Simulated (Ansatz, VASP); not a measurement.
## Ru2C in VASP and in Ansatz

```xyz
6
Lattice="0.0000 2.5985 2.5985 2.5985 2.5985 0.0000 -2.5985 5.1970 -2.5985" Properties=species:S:1:pos:R:3 pbc="T T T"
Ru   -1.2992    6.4962   -1.2992
Ru    1.2992    6.4962    1.2992
Ru   -1.2992    3.8977   -1.2992
Ru    1.2992    3.8977    1.2992
C     0.0000    5.1970    0.0000
C     0.0000    7.7954   -2.5985
```

Alike in both runs: task single point; functional PBE; k mesh 8 × 8 × 8; occupations gaussian, width 0.1 eV; no spin polarisation.

|  | VASP | Ansatz |
| --- | --- | --- |
| version | VASP 6.6.1 | Ansatz 0.2.0 |
| potentials or method | VASP PAW PBE potentials, release 64 (Ru_pv, C), cutoff 520 eV | scalar-relativistic, plane waves, PAW |
| valence electrons in the cell | 64 | 72 |

```csv
,VASP,Ansatz,Ansatz less VASP
gap on the k mesh at the Fermi level (eV),none,none,-
pressure (GPa),0.2,0.0,-0.13
```

A gap of «none» marks a metal or a gap that the smearing closes. VASP's potentials hold 64 valence electrons a cell and Ansatz's 72, so a difference there can come from the potentials and not from the codes.
